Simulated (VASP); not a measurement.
# Cu (I4/mmm) in VASP: a series of runs

Runs on Cu. Level: PBE. Tasks: single point.

Everything below comes from runs of VASP 6.6.1. Logs are shortened: lines on timing, memory, paths and dates and some standing lists are left out, and cuts for length are marked.

### 1 The cell of the first run

Symmetry: I4/mmm, No. 139, tetragonal system. Conventional cell: a = 2.854 Å, b = 2.854 Å, c = 2.703 Å, α = 90.00°, β = 90.00°, γ = 90.00°. Cu (site symmetry 4/mmm) has 14 Cu at 2.43 to 2.85 Å within 3.2 Å.

### 2 Single point, PBE

File INCAR:

```
SYSTEM = Cu
PREC = Accurate
ENCUT = 520
EDIFF = 1E-6
ISMEAR = 0
SIGMA = 0.1
LREAL = .False.
LASPH = .True.
NELM = 60
ALGO = Normal
ISIF = 2
LWAVE = .False.
LCHARG = .False.
GGA = PE
NBANDS = 12
```

File KPOINTS:

```
regular mesh
0
Gamma
  20 20 20
  0 0 0
```

File POSCAR:

```
Cu
1.0
   -1.4269300287      1.4269300287      1.3517070945
    1.4269300287     -1.4269300287      1.3517070945
    1.4269300287      1.4269300287     -1.3517070945
Cu
1
Direct
    0.0000000000      0.0000000000      0.0000000000
```

Potentials or basis: VASP PAW PBE potentials, release 64 (Cu).

Started as:

```console
> cat potpaw_PBE.64/Cu/POTCAR > POTCAR
> mpirun -np 1 vasp_std > vasp.out
```

OUTCAR:

```text
SYSTEM = Cu
   PREC = Accurate
   ENCUT = 520
   EDIFF = 1E-6
   ISMEAR = 0
   LREAL = .False.
   LASPH = .True.
   NELM = 60
   ISIF = 2
   GGA = PE

 ion  position               nearest neighbor table
   1  0.000  0.000  0.000-

  LATTYP: Found a body centered tetragonal cell.
 ALAT       =     2.8538600574
 C/A-ratio  =     0.9472833757

  Lattice vectors:

 A1 = (  -1.4269300287,   1.4269300287,   1.3517070945)
 A2 = (   1.4269300287,  -1.4269300287,   1.3517070945)
 A3 = (   1.4269300287,   1.4269300287,  -1.3517070945)

Analysis of symmetry for initial positions (statically):
=====================================================================
 Subroutine PRICEL returns:
 Original cell was already a primitive cell.

 Routine SETGRP: Setting up the symmetry group for a
 body centered tetragonal supercell.

 Subroutine GETGRP returns: Found 16 space group operations
 (whereof 16 operations were pure point group operations)
 out of a pool of 16 trial point group operations.

The static configuration has the point symmetry D_4h.

Analysis of symmetry for dynamics (positions and initial velocities):
=====================================================================
 Subroutine PRICEL returns:
 Original cell was already a primitive cell.

 Routine SETGRP: Setting up the symmetry group for a
 body centered tetragonal supercell.

 Subroutine GETGRP returns: Found 16 space group operations
 (whereof 16 operations were pure point group operations)
 out of a pool of 16 trial point group operations.

The dynamic configuration has the point symmetry D_4h.

 Subroutine INISYM returns: Found 16 space group operations
 (whereof 16 operations are pure point group operations),
 and found     1 'primitive' translations

----------------------------------------------------------------------------------------

                                     Primitive cell

  volume of cell :      11.0090

  direct lattice vectors                    reciprocal lattice vectors
    -1.426930029  1.426930029  1.351707095     0.000000000  0.350402606  0.369902623
     1.426930029 -1.426930029  1.351707095     0.350402606  0.000000000  0.369902623
     1.426930029  1.426930029 -1.351707095     0.350402606  0.350402606  0.000000000

  length of vectors
     2.428862014  2.428862014  2.428862014     0.509519319  0.509519319  0.495544117

  position of ions in fractional coordinates (direct lattice)
     0.000000000  0.000000000  0.000000000

  ion indices of the primitive-cell ions
   primitive index   ion index
                 1           1

----------------------------------------------------------------------------------------

 KPOINTS: regular mesh

Automatic generation of k-mesh.
 Grid dimensions read from file:
 generate k-points for:   20   20   20

 Generating k-lattice:

  Cartesian coordinates                     Fractional coordinates (reciprocal lattice)
     0.000000000  0.017520130  0.018495131     0.050000000  0.000000000 -0.000000000
     0.017520130  0.000000000  0.018495131     0.000000000  0.050000000 -0.000000000
     0.017520130  0.017520130  0.000000000     0.000000000  0.000000000  0.050000000

  Length of vectors
     0.025475966  0.025475966  0.024777206

  Shift w.r.t. Gamma in fractional coordinates (k-lattice)
     0.000000000  0.000000000  0.000000000

 Subroutine IBZKPT returns following result:
 ===========================================

 Found    641 irreducible k-points:

 Following reciprocal coordinates:
            Coordinates               Weight
  0.000000  0.000000  0.000000      1.000000
  0.050000  0.000000 -0.000000      8.000000
  0.100000  0.000000  0.000000      8.000000
  0.150000  0.000000  0.000000      8.000000
  0.200000  0.000000  0.000000      8.000000
  0.250000  0.000000 -0.000000      8.000000
[... 16 lines left out ...]
 -0.400000  0.050000  0.000000     16.000000
 -0.350000  0.050000  0.000000     16.000000
 [... further k-points ...]
   k-points           NKPTS =    641   k-points in BZ     NKDIM =    641   number of bands    NBANDS=     12
   number of dos      NEDOS =    301   number of ions     NIONS =      1
   total plane-waves  NPLWV =   5832
   dimension x,y,z NGX =    18 NGY =   18 NGZ =   18
   dimension x,y,z NGXF=    36 NGYF=   36 NGZF=   36
   ions per type =               1
   NGX,Y,Z   is equivalent  to a cutoff of  12.32, 12.32, 12.32 a.u.
   NGXF,Y,Z  is equivalent  to a cutoff of  24.64, 24.64, 24.64 a.u.
 SYSTEM =  Cu
   PREC   = accura    normal or accurate (medium, high low for compatibility)
   ISTART =      0    job   : 0-new  1-cont  2-samecut
   ICHARG =      2    charge: 1-file 2-atom 10-const
   ISPIN  =      1    spin polarized calculation?
   LNONCOLLINEAR =      F non collinear calculations
   LSORBIT =      F    spin-orbit coupling
   LASPH  =      T    aspherical Exc in radial PAW
   ENCUT  =  520.0 eV  38.22 Ry    6.18 a.u.   4.52  4.52  4.52*2*pi/ulx,y,z
   NELM   =     60;   NELMIN=  2; NELMDL= -5     # of ELM steps
   EDIFF  = 0.1E-05   stopping-criterion for ELM
   LREAL  =      F    real-space projection
   EDIFFG = 0.1E-04   stopping-criterion for IOM
   NSW    =      0    number of steps for IOM
   IBRION =     -1    ionic relax: 0-MD 1-quasi-New 2-CG
   NFREE  =      0    steps in history (QN), initial steepest desc. (CG)
   ISIF   =      2    stress and relaxation
   ISYM   =      2    0-nonsym 1-usesym 2-fastsym
   POTIM  = 0.5000    time-step for ionic-motion
   TEBEG  =    0.0;   TEEND  =   0.0 temperature during run
   PSTRESS=    0.0 pullay stress
   NELECT =      11.0000    total number of electrons
   NUPDOWN=      -1.0000    fix difference up-down
   EMIN   =  10.00;   EMAX   =-10.00  energy-range for DOS
   EFERMI =   0.00;   METHOD = LEGACY
   ISMEAR =     0;   SIGMA  =   0.10  broadening in eV -4-tet -1-fermi 0-gaus
   EFERMI_NEDOS =   21; number of points for ismear=-14 and -15
   IALGO  =     38    algorithm
   IMIX   =      4    mixing-type and parameters
     AMIX     =   0.40;   BMIX     =  1.00
     AMIX_MAG =   1.60;   BMIX_MAG =  1.00
  volume/ion in A,a.u.               =      11.01        74.29
  Fermi-wavevector in a.u.,A,eV,Ry     =   1.636652  3.092824 36.444982  2.678631
  Thomas-Fermi vector in A             =   2.727923
   LORBIT       =      0    0 simple, 1 ext, 2 COOP (PROOUT), +10 PAW based schemes
   GGA     = PE    functional components
   LHFCALC =     F    Hartree Fock is set to
   AEXX    =    0.0000 exact exchange contribution
   IVDW    =     0    specifies the selected vdW correction
   LEPSILON=     F    determine dielectric tensor
   LRPA    =     F    only Hartree local field effects (RPA)
 non-spin polarized calculation
 Gauss-broadening in eV      SIGMA  =   0.10
  energy-cutoff  :      520.00
  volume of cell :       11.01
 maximum number of plane-waves:       313
   NGX =  9   NGY =  9   NGZ =  9

 number of electron      11.0000007 magnetization

 Free energy of the ion-electron system (eV)
  ---------------------------------------------------
  ext. energy  EPLUGINS =         0.00000000
  ---------------------------------------------------
  free energy    TOTEN  =        -3.64466523 eV

  energy without entropy =       -3.64251611  energy(sigma->0) =       -3.64359067

 E-fermi :   8.5071     XC(G=0): -13.1405

 val. band max:        8.4942224967   @ k =  -0.2500   0.4000   0.2000
 cond. band min:       8.5103817225   @ k =   0.5000   0.3000   0.0500
 fundamental gap:      0.0161592258
 Fermi energy:         8.5070744373

 k-point     1 :       0.0000    0.0000    0.0000
  band No.  band energies     occupation
      1      -1.4045      2.00000
      2       5.0027      2.00000
      3       5.2402      2.00000
      4       5.2402      2.00000
      5       6.1304      2.00000
      6       6.3838      2.00000
      7      33.6701      0.00000
      8      33.6701      0.00000
      9      35.1384      0.00000
     10      38.0041      0.00000
     11      38.3598      0.00000
     12      38.3598      0.00000

 k-point     2 :       0.0500    0.0000   -0.0000
  band No.  band energies     occupation
      1      -1.3009      2.00000
      2       5.0116      2.00000
      3       5.2372      2.00000
      4       5.2509      2.00000
      5       6.1313      2.00000
      6       6.3674      2.00000
      7      33.1051      0.00000
      8      33.4176      0.00000
      9      34.3441      0.00000
     10      36.8656      0.00000
     11      37.1804      0.00000
     12      37.5866      0.00000

 k-point     3 :       0.1000    0.0000    0.0000
  band No.  band energies     occupation
      1      -0.9932      2.00000
      2       4.9978      2.00000
      3       5.2238      2.00000
      4       5.3233      2.00000
      5       6.1339      2.00000
      6       6.3279      2.00000
      7      31.2076      0.00000
      8      32.8211      0.00000
      9      32.9061      0.00000
     10      35.1579      0.00000
     11      36.1913      0.00000
     12      37.2990      0.00000
[... 286 lines left out ...]
 k-point    23 :      -0.4000    0.0500    0.0000
  band No.  band energies     occupation
      1       2.7645      2.00000
      2       4.3990      2.00000
      3       5.7317      2.00000
      4       6.2423      2.00000
      5       6.4491      2.00000
      6       6.9500      2.00000
      7      17.0419      0.00000
      8      25.8302      0.00000
      9      27.2411      0.00000
     10      31.2978      0.00000
     11      34.4886      0.00000
     12      43.2594      0.00000

 k-point    24 :      -0.3500    0.0500    0.0000
  band No.  band energies     occupation
      1       2.2242      2.00000
      2       4.5022      2.00000
      3       5.2616      2.00000
      4       6.2110      2.00000
      5       6.3522      2.00000
      6       6.5966      2.00000
      7      19.3636      0.00000
      8      26.4475      0.00000
      9      28.0930      0.00000
     10      31.6169      0.00000
     11      34.7406      0.00000
     12      41.6966      0.00000

 [... further k-points ...]
[... 5 lines left out ...]
  --------------------------------------------------------------------------------------
  -------------------------------------------------------------------------------------
  Total        1.0676810      1.0676810      1.0679842      0.0000000      0.0000000      0.0000000
  in kB      155.3832290    155.3832290    155.4273609      0.0000000      0.0000000      0.0000000
  external PRESSURE =     155.3979396 kB  Pullay stress =       0.0000000 kB

 VOLUME and BASIS-vectors are now :
 -----------------------------------------------------------------------------
  energy-cutoff  :      520.00
  volume of cell :       11.01
      direct lattice vectors                 reciprocal lattice vectors
    -1.426930029  1.426930029  1.351707095     0.000000000  0.350402606  0.369902623
     1.426930029 -1.426930029  1.351707095     0.350402606  0.000000000  0.369902623
     1.426930029  1.426930029 -1.351707095     0.350402606  0.350402606  0.000000000

 POSITION                                       TOTAL-FORCE (eV/Angst)
 -----------------------------------------------------------------------------------
      0.00000      0.00000      0.00000        -0.000000      0.000000      0.000000
 -----------------------------------------------------------------------------------
    total drift:                                0.000000      0.000000      0.000000

  FREE ENERGIE OF THE ION-ELECTRON SYSTEM (eV)
  ---------------------------------------------------
  free  energy   TOTEN  =        -3.6446652312 eV

  energy  without entropy=       -3.6425161139  energy(sigma->0) =       -3.64359067
```

Wall time 88 s (1 thread of Intel Xeon 8259CL, shared host); peak memory 0.19 GiB.

What came out:

```yaml
Free_energy: -3.6447 eV
Pressure: 15.5 GPa
Band_gap_on_the_k_mesh: zero (an odd number of electrons rules out a gap without spin polarisation)
```

Levels at points of the mesh, in eV from the Fermi level:
```tsv
k point	band 4	band 5	band 6	band 7	band 8	band 9
(0.00, 0.00, 0.00)	-3.27	-2.38	-2.12	25.16	25.16	26.63
(0.50, 0.00, 0.00)	-2.01	-1.42	-0.63	4.95	17.62	17.91
(0.50, 0.50, 0.00)	-2.18	-1.45	-1.07	4.33	19.05	19.60
(0.50, 0.50, 0.50)	-1.63	-1.57	7.81	7.81	9.98	13.57
```

Caveat: the cell stands under pressure.

### 3 Single point, PBE

This run uses another cell than the first one, of 11.42 Å³/atom.

File INCAR:

```
SYSTEM = Cu
PREC = Accurate
ENCUT = 520
EDIFF = 1E-7
ISMEAR = 0
SIGMA = 0.1
LREAL = .False.
LASPH = .True.
NELM = 60
ALGO = Fast
ISIF = 2
LWAVE = .False.
LCHARG = .True.
GGA = PE
LELF = .True.
LVHAR = .True.
NBANDS = 12
```

File KPOINTS:

```
Automatic mesh
0
Gamma
  20 20 20
  0 0 0
```

File POSCAR:

```
Cu
1.0
   -1.4468956248      1.4468956248      1.3631585238
    1.4468956248     -1.4468956248      1.3631585238
    1.4468956248      1.4468956248     -1.3631585238
Cu
1
Direct
    0.0000000000      0.0000000000      0.0000000000
```

Potentials or basis: VASP PAW PBE potentials, release 64 (Cu).

Started as:

```console
> cat potpaw_PBE.64/Cu/POTCAR > POTCAR
> mpirun -np 1 vasp_std > vasp.out
```

OUTCAR:

```text
SYSTEM = Cu
   PREC = Accurate
   ENCUT = 520
   EDIFF = 1E-7
   ISMEAR = 0
   LREAL = .False.
   LASPH = .True.
   NELM = 60
   ISIF = 2
   GGA = PE

 ion  position               nearest neighbor table
   1  0.000  0.000  0.000-

  LATTYP: Found a body centered tetragonal cell.
 ALAT       =     2.8937912496
 C/A-ratio  =     0.9421263707

  Lattice vectors:

 A1 = (  -1.4468956248,   1.4468956248,   1.3631585238)
 A2 = (   1.4468956248,  -1.4468956248,   1.3631585238)
 A3 = (   1.4468956248,   1.4468956248,  -1.3631585238)
[... 531 lines left out ...]
      4       5.8082      2.00000
      5       5.9352      2.00000
      6       6.1697      2.00000
      7      18.6519      0.00000
      8      25.5281      0.00000
      9      27.1326      0.00000
     10      30.6447      0.00000
     11      33.6096      0.00000
     12      40.6491      0.00000

 [... further k-points ...]
[... 5 lines left out ...]
  --------------------------------------------------------------------------------------
  -------------------------------------------------------------------------------------
  Total        0.6081941      0.6081941      0.6090889      0.0000000     -0.0000000      0.0000000
  in kB       85.3634639     85.3634639     85.4890460      0.0000000     -0.0000000      0.0000000
  external PRESSURE =      85.4053246 kB  Pullay stress =       0.0000000 kB

 VOLUME and BASIS-vectors are now :
 -----------------------------------------------------------------------------
  energy-cutoff  :      520.00
  volume of cell :       11.42
      direct lattice vectors                 reciprocal lattice vectors
    -1.446895625  1.446895625  1.363158524     0.000000000  0.345567428  0.366795198
     1.446895625 -1.446895625  1.363158524     0.345567428  0.000000000  0.366795198
     1.446895625  1.446895625 -1.363158524     0.345567428  0.345567428  0.000000000

 POSITION                                       TOTAL-FORCE (eV/Angst)
 -----------------------------------------------------------------------------------
      0.00000      0.00000      0.00000         0.000000      0.000000      0.000000
 -----------------------------------------------------------------------------------
    total drift:                                0.000000      0.000000      0.000000

  FREE ENERGIE OF THE ION-ELECTRON SYSTEM (eV)
  ---------------------------------------------------
  free  energy   TOTEN  =        -3.6751842544 eV

  energy  without entropy=       -3.6729580873  energy(sigma->0) =       -3.67407117
```

OSZICAR:

```text
N       E                     dE             d eps       ncg     rms          rms(c)
DAV:   1     0.425392106149E+02    0.42539E+02   -0.54696E+03 17288   0.157E+03
DAV:   2    -0.325125187961E+01   -0.45790E+02   -0.42213E+02 15836   0.204E+02
DAV:   3    -0.458023488974E+01   -0.13290E+01   -0.13211E+01 17712   0.398E+01
DAV:   4    -0.458820549390E+01   -0.79706E-02   -0.79695E-02 17312   0.273E+00
DAV:   5    -0.458827924955E+01   -0.73756E-04   -0.73754E-04 17880   0.266E-01    0.764E+00
RMM:   6    -0.398717839714E+01    0.60110E+00   -0.29089E+00 19286   0.316E+01    0.410E+00
RMM:   7    -0.369221269780E+01    0.29497E+00   -0.39882E-01 19136   0.113E+01    0.109E+00
RMM:   8    -0.367731260914E+01    0.14900E-01   -0.14072E-02 19789   0.121E+00    0.387E-01
RMM:   9    -0.367506139704E+01    0.22512E-02   -0.48979E-03 19930   0.139E+00    0.282E-02
RMM:  10    -0.367518240948E+01   -0.12101E-03   -0.72539E-04 20918   0.317E-01    0.236E-02
RMM:  11    -0.367518524833E+01   -0.28388E-05   -0.11498E-04 20253   0.188E-01    0.281E-02
RMM:  12    -0.367518341342E+01    0.18349E-05   -0.41041E-05 22000   0.771E-02    0.483E-03
RMM:  13    -0.367518421763E+01   -0.80420E-06   -0.76105E-06 20521   0.261E-02    0.222E-03
RMM:  14    -0.367518445781E+01   -0.24018E-06   -0.83664E-07 17736   0.109E-02    0.277E-03
RMM:  15    -0.367518428749E+01    0.17032E-06   -0.45420E-07 16592   0.886E-03    0.129E-04
RMM:  16    -0.367518425442E+01    0.33074E-07   -0.77392E-08 11800   0.248E-03
   1 F= -.36751843E+01 E0= -.36740712E+01  d E =-.222617E-02
```

stdout:

```text
POSCAR found type information on POSCAR Cu
 POSCAR found :  1 types and       1 ions
 scaLAPACK will be used
 LDA part: xc-table for (Slater+PW92), standard interpolation
 POSCAR, INCAR and KPOINTS ok, starting setup
 FFT: planning ... GRIDC
 FFT: planning ... GRID_SOFT
 FFT: planning ... GRID
 WAVECAR not read
 entering main loop
WARNING in EDDRMM: call to ZHEGV failed, returncode =   6  3      9
WARNING in EDDRMM: call to ZHEGV failed, returncode =   6  3      9
WARNING in EDDRMM: call to ZHEGV failed, returncode =   6  3      8
WARNING in EDDRMM: call to ZHEGV failed, returncode =   6  3      8
WARNING in EDDRMM: call to ZHEGV failed, returncode =   6  3     10
WARNING in EDDRMM: call to ZHEGV failed, returncode =   6  3     10
WARNING in EDDRMM: call to ZHEGV failed, returncode =   6  3     10
WARNING in EDDRMM: call to ZHEGV failed, returncode =   6  3      9
WARNING in EDDRMM: call to ZHEGV failed, returncode =   6  3      8
WARNING in EDDRMM: call to ZHEGV failed, returncode =   6  3      9
WARNING in EDDRMM: call to ZHEGV failed, returncode =   6  3      9
WARNING in EDDRMM: call to ZHEGV failed, returncode =   6  3      9
WARNING in EDDRMM: call to ZHEGV failed, returncode =   6  3      9
WARNING in EDDRMM: call to ZHEGV failed, returncode =   6  3      9
WARNING in EDDRMM: call to ZHEGV failed, returncode =   6  3      9
WARNING in EDDRMM: call to ZHEGV failed, returncode =   6  3      9
```

It took 1.9 min on 1 thread of Intel Xeon 8259CL, shared host; peak memory 0.2 GiB.

Results:

* Free energy: -3.6752 eV
* Pressure: 8.5 GPa
* Band gap on the k mesh: zero (an odd number of electrons rules out a gap without spin polarisation)

Caveat: the cell stands under pressure.
